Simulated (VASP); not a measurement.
# Os (P6_3/mmc) in VASP: single point with LDA

Aim: the single point of Os with LDA.

All numbers are computed with VASP 6.6.1; they aren't measurements. Logs are shortened: lines on timing, memory, paths and dates and some standing lists are left out, and cuts for length are marked.

### Step 1. The cell of the first run

The structure is hexagonal, space group P6_3/mmc (No. 194). The conventional cell has a = 2.713 Å, b = 2.713 Å, c = 4.294 Å, α = 90.00°, β = 90.00°, γ = 120.00°. Within 3.5 Å of Os (site symmetry -6m2) lie 12 Os at 2.66 to 2.71 Å.

### Step 2. Single point, LDA

INCAR

```
SYSTEM = Os
ALGO = Normal ; EDIFF = 1E-6
ENCUT = 560 ; GGA = CA
GGA_COMPAT = .FALSE. ; ISIF = 2
ISMEAR = 0 ; LASPH = .TRUE.
LCHARG = .FALSE. ; LREAL = .FALSE.
LWAVE = .FALSE. ; NBANDS = 23
NELM = 120 ; PREC = Accurate
SIGMA = 0.1
```

KPOINTS

```
k-points
0
G
  9 9 5
  0 0 0
```

POSCAR

```
Os
1.0
    2.7131058643      0.0000000000      0.0000000000
   -1.3565529321      2.3496186016      0.0000000000
    0.0000000000      0.0000000000      4.2938189803
Os
2
Direct
    0.3333333333      0.6666666667      0.2500000000
    0.6666666667      0.3333333333      0.7500000000
```

Potentials or basis: VASP PAW LDA potentials, release 64 (Os_sv_GW).

Launch:

```console
> cat potpaw_LDA.64/Os_sv_GW/POTCAR > POTCAR
> mpirun -np 1 vasp_std > vasp.out
```

OUTCAR:

```text
SYSTEM = Os
   EDIFF = 1E-6
   ENCUT = 560
   GGA = CA
   ISIF = 2
   ISMEAR = 0
   LASPH = .TRUE.
   LREAL = .FALSE.
   NELM = 120
   PREC = Accurate

 ion  position               nearest neighbor table
   1  0.333  0.667  0.250-   2 2.66   2 2.66   2 2.66   2 2.66   2 2.66   2 2.66
   2  0.667  0.333  0.750-   1 2.66   1 2.66   1 2.66   1 2.66   1 2.66   1 2.66

  LATTYP: Found a hexagonal cell.
 ALAT       =     2.7131058643
 C/A-ratio  =     1.5826212448

  Lattice vectors:

 A1 = (   2.7131058643,   0.0000000000,   0.0000000000)
 A2 = (  -1.3565529321,   2.3496186016,   0.0000000000)
 A3 = (   0.0000000000,   0.0000000000,   4.2938189803)

Analysis of symmetry for initial positions (statically):
=====================================================================
 Subroutine PRICEL returns:
 Original cell was already a primitive cell.

 Routine SETGRP: Setting up the symmetry group for a
 hexagonal supercell.

 Subroutine GETGRP returns: Found 24 space group operations
 (whereof 12 operations were pure point group operations)
 out of a pool of 24 trial point group operations.

The static configuration has the point symmetry D_3d.
 The point group associated with its full space group is D_6h.

Analysis of symmetry for dynamics (positions and initial velocities):
=====================================================================
 Subroutine PRICEL returns:
 Original cell was already a primitive cell.

 Routine SETGRP: Setting up the symmetry group for a
 hexagonal supercell.

 Subroutine GETGRP returns: Found 24 space group operations
 (whereof 12 operations were pure point group operations)
 out of a pool of 24 trial point group operations.

The dynamic configuration has the point symmetry D_3d.
 The point group associated with its full space group is D_6h.

 Subroutine INISYM returns: Found 24 space group operations
 (whereof 12 operations are pure point group operations),
 and found     1 'primitive' translations

----------------------------------------------------------------------------------------

                                     Primitive cell

  volume of cell :      27.3721

  direct lattice vectors                    reciprocal lattice vectors
     2.713105864  0.000000000  0.000000000     0.368581268  0.212800494  0.000000000
    -1.356552932  2.349618602  0.000000000     0.000000000  0.425600989  0.000000000
     0.000000000  0.000000000  4.293818980     0.000000000  0.000000000  0.232892911

  length of vectors
     2.713105864  2.713105864  4.293818980     0.425600989  0.425600989  0.232892911

  position of ions in fractional coordinates (direct lattice)
     0.333333333  0.666666667  0.250000000
     0.666666667  0.333333333  0.750000000

  ion indices of the primitive-cell ions
   primitive index   ion index
                 1           1
                 2           2

----------------------------------------------------------------------------------------

 KPOINTS: k-points

Automatic generation of k-mesh.
 Grid dimensions read from file:
 generate k-points for:    9    9    5

 Generating k-lattice:

  Cartesian coordinates                     Fractional coordinates (reciprocal lattice)
     0.040953474  0.023644499  0.000000000     0.111111111 -0.000000000  0.000000000
     0.000000000  0.047288999  0.000000000     0.000000000  0.111111111  0.000000000
     0.000000000  0.000000000  0.046578582     0.000000000  0.000000000  0.200000000

  Length of vectors
     0.047288999  0.047288999  0.046578582

  Shift w.r.t. Gamma in fractional coordinates (k-lattice)
     0.000000000  0.000000000  0.000000000

 Subroutine IBZKPT returns following result:
 ===========================================

 Found     36 irreducible k-points:

 Following reciprocal coordinates:
            Coordinates               Weight
  0.000000  0.000000  0.000000      1.000000
  0.111111  0.000000  0.000000      6.000000
  0.222222  0.000000  0.000000      6.000000
  0.333333  0.000000  0.000000      6.000000
  0.444444  0.000000  0.000000      6.000000
  0.111111  0.111111  0.000000      6.000000
[... 16 lines left out ...]
  0.333333  0.222222  0.200000     24.000000
  0.333333  0.333333  0.200000      4.000000
 [... further k-points ...]
   k-points           NKPTS =     36   k-points in BZ     NKDIM =     36   number of bands    NBANDS=     23
   number of dos      NEDOS =    301   number of ions     NIONS =      2
   total plane-waves  NPLWV =  20736
   dimension x,y,z NGX =    24 NGY =   24 NGZ =   36
   dimension x,y,z NGXF=    48 NGYF=   48 NGZF=   72
   ions per type =               2
   NGX,Y,Z   is equivalent  to a cutoff of  14.71, 14.71, 13.94 a.u.
   NGXF,Y,Z  is equivalent  to a cutoff of  29.41, 29.41, 27.88 a.u.
 SYSTEM =  Os
   PREC   = accura    normal or accurate (medium, high low for compatibility)
   ISTART =      0    job   : 0-new  1-cont  2-samecut
   ICHARG =      2    charge: 1-file 2-atom 10-const
   ISPIN  =      1    spin polarized calculation?
   LNONCOLLINEAR =      F non collinear calculations
   LSORBIT =      F    spin-orbit coupling
   LASPH  =      T    aspherical Exc in radial PAW
   ENCUT  =  560.0 eV  41.16 Ry    6.42 a.u.   5.24  5.24  8.29*2*pi/ulx,y,z
   NELM   =    120;   NELMIN=  2; NELMDL= -5     # of ELM steps
   EDIFF  = 0.1E-05   stopping-criterion for ELM
   LREAL  =      F    real-space projection
   EDIFFG = 0.1E-04   stopping-criterion for IOM
   NSW    =      0    number of steps for IOM
   IBRION =     -1    ionic relax: 0-MD 1-quasi-New 2-CG
   NFREE  =      0    steps in history (QN), initial steepest desc. (CG)
   ISIF   =      2    stress and relaxation
   ISYM   =      2    0-nonsym 1-usesym 2-fastsym
   POTIM  = 0.5000    time-step for ionic-motion
   TEBEG  =    0.0;   TEEND  =   0.0 temperature during run
   PSTRESS=    0.0 pullay stress
   NELECT =      32.0000    total number of electrons
   NUPDOWN=      -1.0000    fix difference up-down
   EMIN   =  10.00;   EMAX   =-10.00  energy-range for DOS
   EFERMI =   0.00;   METHOD = LEGACY
   ISMEAR =     0;   SIGMA  =   0.10  broadening in eV -4-tet -1-fermi 0-gaus
   EFERMI_NEDOS =   21; number of points for ismear=-14 and -15
   IALGO  =     38    algorithm
   IMIX   =      4    mixing-type and parameters
     AMIX     =   0.40;   BMIX     =  1.00
     AMIX_MAG =   1.60;   BMIX_MAG =  1.00
  volume/ion in A,a.u.               =      13.69        92.36
  Fermi-wavevector in a.u.,A,eV,Ry     =   1.724602  3.259025 40.467154  2.974252
  Thomas-Fermi vector in A             =   2.800260
   LORBIT       =      0    0 simple, 1 ext, 2 COOP (PROOUT), +10 PAW based schemes
   GGA     = CA    functional components
   LHFCALC =     F    Hartree Fock is set to
   AEXX    =    0.0000 exact exchange contribution
   IVDW    =     0    specifies the selected vdW correction
   LEPSILON=     F    determine dielectric tensor
   LRPA    =     F    only Hartree local field effects (RPA)
 non-spin polarized calculation
 Gauss-broadening in eV      SIGMA  =   0.10
  energy-cutoff  :      560.00
  volume of cell :       27.37
 maximum number of plane-waves:       833
 NGX is ok and might be reduce to    24
   NGX = 11   NGY = 11   NGZ = 17

 number of electron      31.9999999 magnetization

 Free energy of the ion-electron system (eV)
  ---------------------------------------------------
  ext. energy  EPLUGINS =         0.00000000
  ---------------------------------------------------
  free energy    TOTEN  =       -27.64994467 eV

  energy without entropy =      -27.64421403  energy(sigma->0) =      -27.64707935

 E-fermi :  14.1719     XC(G=0): -14.9499

 val. band max:       14.1532950960   @ k =   0.1111   0.1111   0.4000
 cond. band min:      14.1839601147   @ k =   0.2222   0.0000   0.4000
 fundamental gap:      0.0306650187
 Fermi energy:        14.1718947348

 k-point     1 :       0.0000    0.0000    0.0000
  band No.  band energies     occupation
      1     -72.3034      2.00000
      2     -72.1735      2.00000
      3     -32.5714      2.00000
      4     -31.5576      2.00000
      5     -31.5576      2.00000
      6     -31.3661      2.00000
[... 15 lines left out ...]
     22      27.3203      0.00000
     23      29.7462      0.00000

 k-point     2 :       0.1111    0.0000    0.0000
  band No.  band energies     occupation
      1     -72.2920      2.00000
      2     -72.1693      2.00000
      3     -32.5257      2.00000
      4     -31.6552      2.00000
      5     -31.5903      2.00000
      6     -31.4676      2.00000
[... 15 lines left out ...]
     22      28.3659      0.00000
     23      30.3674      0.00000

 k-point     3 :       0.2222    0.0000    0.0000
  band No.  band energies     occupation
      1     -72.2628      2.00000
      2     -72.1595      2.00000
      3     -32.3991      2.00000
      4     -31.9011      2.00000
      5     -31.7161      2.00000
      6     -31.6693      2.00000
[... 15 lines left out ...]
     22      29.0850      0.00000
     23      29.9760      0.00000

 k-point     4 :       0.3333    0.0000    0.0000
  band No.  band energies     occupation
      1     -72.2264      2.00000
      2     -72.1515      2.00000
      3     -32.2245      2.00000
      4     -32.1792      2.00000
      5     -31.9841      2.00000
      6     -31.7545      2.00000
[... 15 lines left out ...]
     22      25.3173      0.00000
     23      28.2596      0.00000

 k-point     5 :       0.4444    0.0000    0.0000
  band No.  band energies     occupation
      1     -72.1983      2.00000
      2     -72.1506      2.00000
      3     -32.3593      2.00000
      4     -32.1516      2.00000
      5     -32.0678      2.00000
      6     -31.8078      2.00000
[... 434 lines left out ...]
 k-point    22 :       0.2222    0.2222    0.2000
  band No.  band energies     occupation
      1     -72.2026      2.00000
      2     -72.1553      2.00000
      3     -32.2802      2.00000
      4     -32.1801      2.00000
      5     -31.8952      2.00000
      6     -31.8570      2.00000
[... 15 lines left out ...]
     22      25.6101      0.00000
     23      27.9616      0.00000

 k-point    23 :       0.3333    0.2222    0.2000
  band No.  band energies     occupation
      1     -72.1799      2.00000
      2     -72.1560      2.00000
      3     -32.3144      2.00000
      4     -32.2052      2.00000
      5     -32.0175      2.00000
      6     -31.8110      2.00000
[... 15 lines left out ...]
     22      24.2210      0.00000
     23      27.2965      0.00000

 k-point    24 :       0.3333    0.3333    0.2000
  band No.  band energies     occupation
      1     -72.1642      2.00000
      2     -72.1642      2.00000
      3     -32.1952      2.00000
      4     -32.1773      2.00000
      5     -32.1773      2.00000
      6     -31.8702      2.00000
[... 15 lines left out ...]
     22      27.0573      0.00000
     23      27.0573      0.00000

 [... further k-points ...]

------------------------ aborting loop because EDIFF is reached ----------------------------------------

  FORCE on cell =-STRESS in cart. coord.  units (eV):
  Direction    XX          YY          ZZ          XY          YZ          ZX
  --------------------------------------------------------------------------------------
  -------------------------------------------------------------------------------------
  Total        0.0783859      0.0783859      0.1061522      0.0000000      0.0000000      0.0000000
  in kB        4.5881849      4.5881849      6.2134370      0.0000000      0.0000000      0.0000000
  external PRESSURE =       5.1299356 kB  Pullay stress =       0.0000000 kB

 VOLUME and BASIS-vectors are now :
 -----------------------------------------------------------------------------
  energy-cutoff  :      560.00
  volume of cell :       27.37
      direct lattice vectors                 reciprocal lattice vectors
     2.713105864  0.000000000  0.000000000     0.368581268  0.212800494  0.000000000
    -1.356552932  2.349618602  0.000000000     0.000000000  0.425600989  0.000000000
     0.000000000  0.000000000  4.293818980     0.000000000  0.000000000  0.232892911

 POSITION                                       TOTAL-FORCE (eV/Angst)
 -----------------------------------------------------------------------------------
     -0.00000      1.56641      1.07345         0.000000      0.000000      0.000000
      1.35655      0.78321      3.22036        -0.000000     -0.000000      0.000000
 -----------------------------------------------------------------------------------
    total drift:                               -0.000000      0.000000     -0.000000

  FREE ENERGIE OF THE ION-ELECTRON SYSTEM (eV)
  ---------------------------------------------------
  free  energy   TOTEN  =       -27.6499446694 eV

  energy  without entropy=      -27.6442140282  energy(sigma->0) =      -27.64707935
```

It took 36 s on 1 thread of AMD EPYC 7R43 (Zen 3), shared host; peak memory 0.12 GiB.

Results:

```
Free energy            : -27.6499 eV
Pressure               : 0.5 GPa
Band gap on the k mesh : zero (bands 16 and 17 overlap by 3.99 eV)
```

Stress tensor (GPa, compression positive):
```
0.46 0.00 0.00
0.00 0.46 0.00
0.00 0.00 0.62
```

Levels at points of the mesh, in eV from the Fermi level:
| k point | band 14 | band 15 | band 16 | band 17 | band 18 | band 19 |
| --- | --- | --- | --- | --- | --- | --- |
| (0.00, 0.00, 0.00) | -2.51 | -2.51 | -1.81 | -1.81 | -0.09 | 1.54 |

Caveat: spin-orbit coupling is left out, which moves the levels of the heavy elements.

The gap in the log of VASP goes by the Fermi energy; the results here count the filled bands.